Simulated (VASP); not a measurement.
Au:

```
CELL_PARAMETERS angstrom
2.85254 0.00000 0.00000
-0.01313 2.85729 0.00000
-1.15287 -1.20101 4.98881
ATOMIC_POSITIONS crystal
Au 0.67286 0.66596 0.27405
Au 0.32714 0.33404 0.72594
```

This cell differs from its parent crystal: volume scaled by 1.04.

Program: VASP 6.6.1. Alike in all runs: task single point; no spin polarisation; cell as given; k mesh 10 × 10 × 6; cutoff (eV) 520; smearing fermi-dirac 0.05 eV.

Question: Order these runs on this cell by their pressure, lowest first.
A. level r2SCAN; potentials or basis VASP PAW PBE potentials, release 64 (Au)
B. level LDA; potentials or basis VASP PAW LDA potentials, release 64 (Au)
C. level PBEsol; potentials or basis VASP PAW PBE potentials, release 64 (Au)

Answer: B (-14.8 GPa), C (-11.6 GPa), A (-7.8 GPa).

Caveats: the PAW data sets were made with another functional, which shifts forces and pressure a little (some runs).
